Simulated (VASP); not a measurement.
Here is a VASP 6.6.1 calculation.

The input INCAR:

```
  ALGO = Normal
  EDIFF = 1E-7
  ENCUT = 520
  GGA = PE
  ISIF = 2
  ISMEAR = 0
  LASPH = T
  LCHARG = F
  LREAL = F
  LWAVE = F
  NBANDS = 28
  NELM = 80
  PREC = Accurate
  SIGMA = 0.01
```

File KPOINTS:

```
k-points
0
Gamma
  6 6 4
```

Contents of POSCAR:

```
La2O3
1.0
    3.8955224865      0.0000000000      0.0000000000
   -1.9477612433      3.3736208351      0.0000000000
    0.0000000000      0.0000000000      6.0571353161
La O
2 3
Direct
    0.6666666667      0.3333333333      0.7537640000
    0.3333333333      0.6666666667      0.2462360000
    0.6666666667      0.3333333333      0.3541090000
    0.3333333333      0.6666666667      0.6458910000
    0.0000000000      0.0000000000      0.0000000000
```

Potentials or basis: VASP PAW PBE potentials, release 64 (La, O).

Run with:

```console
$ cat potpaw_PBE.64/La/POTCAR potpaw_PBE.64/O/POTCAR > POTCAR
$ mpirun -np 1 vasp_std > vasp.out
```

(1) Predict the largest force.

(2) Predict the pressure.

(3) What does it give for the band gap on the k mesh?

Results:

(1) 0.212 eV/Å.

(2) 5.5 GPa.

(3) 3.87 eV (least direct gap 3.96 eV).

Caveat: the cell stands under pressure; spin-orbit coupling is left out, which moves the levels of the heavy elements.
